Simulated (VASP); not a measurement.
Write the native input for VASP 6.6.1 that does the following.

* Task: relaxation of the atoms
* Functional: PBEsol
* Potentials or basis: VASP PAW PBE potentials, release 64 (Ge_d)
* Cutoff: 520 eV
* k mesh: 10 × 10 × 10
* Occupations: gaussian, width 0.1 eV
* Spin: no spin polarisation
* Dipole correction: no
* Further INCAR settings: ALGO = Normal; EDIFF = 1e-06; IBRION = 2; EDIFFG = -0.002; NSW = 60

The structure of Ge lies in POSCAR:

```
Ge
1.0
    0.0000000000      2.8662440442      2.8174151288
    2.8662440442      0.0000000000      2.8174151288
    2.8662440442      2.8662440442      0.0000000000
Ge
2
Direct
    0.0000000000      0.0000000000      0.0000000000
    0.2500000000      0.2500000000      0.2500000000
```

This cell differs from its parent crystal: strained cell.

These files were run (other wordings do the same):

INCAR

```
PREC = Accurate
ENCUT = 520
EDIFF = 1E-6
ISMEAR = 0
SIGMA = 0.1
LREAL = F
LASPH = T
NELM = 100
ALGO = Normal
ISIF = 2
LWAVE = F
LCHARG = F
GGA = PS
IBRION = 2
NSW = 60
EDIFFG = -0.002
```

KPOINTS

```
regular mesh
0
Gamma
  10 10 10
```

Potentials or basis: VASP PAW PBE potentials, release 64 (Ge_d).

Launch:

```console
$ cat potpaw_PBE.64/Ge_d/POTCAR > POTCAR
$ mpirun -np 1 vasp_std > vasp.out
```

It gave:

```json
{
  "Pressure after relaxing": "-0.9 GPa",
  "Band gap on the k mesh": "0.09 eV (least direct gap 0.13 eV)"
}
```

Caveat: the cell differs from its parent crystal (strained cell); semilocal functionals underestimate gaps, and a narrow one can read as zero; the PAW data sets were made with another functional, which shifts forces and pressure a little.

Run time: 2.5 min on 1 thread of Intel Xeon 8259CL (shared host), peak memory 0.21 GiB.
